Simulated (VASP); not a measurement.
**LiF: single point with PBE**

Crystal: LiF.

```
Li F
1.0
     0.24168    2.17498    2.17498
     2.17498    0.24168    2.17498
     2.17498    2.17498    0.24168
Li F
1 1
Direct
  0.00860 0.00860 0.00860
  0.49140 0.49140 0.49140
```

This cell differs from its parent crystal: strained and its atoms moved.

```
Program                : VASP 6.6.1
Task                   : single point
Functional             : PBE
Potentials or basis    : VASP PAW PBE potentials, release 64 (Li_sv, F)
Cutoff                 : 520 eV
k mesh                 : 10 × 10 × 10
Occupations            : gaussian, width 0.02 eV
Spin                   : no spin polarisation
Dipole correction      : no
Further INCAR settings : ALGO = Normal; EDIFF = 1e-06; NBANDS = 12
```

```json
{
 "Largest force": "0.111 eV/Å",
 "Band gap on the k mesh": "8.06 eV, direct"
}
```

Forces in eV/Å, atoms in the order of the input:
```
Li  -0.064 -0.064 -0.064
F    0.064  0.064  0.064
```

Levels at points of the mesh, in eV from the valence-band top:
```tsv
k point	band 3	band 4	band 5	band 6	band 7	band 8
(0.00, 0.00, 0.00)	-1.01	0.00	0.00	8.06	19.73	21.73
(0.50, 0.00, 0.00)	-2.74	-0.93	-0.41	9.68	15.88	17.42
(0.50, 0.50, 0.00)	-3.16	-1.68	-0.80	13.48	14.97	17.13
(0.50, 0.50, 0.50)	-2.90	-0.09	-0.09	10.75	13.93	20.29
```

Run time: 14 s on 1 thread of Intel(R) Xeon(R) Platinum 8259CL CPU @ 2.50GHz (Skylake/Cascade Lake) (shared host), peak memory 0.14 GiB.

Caveat: the cell differs from its parent crystal (strained and its atoms moved). A k mesh can miss the band edges.
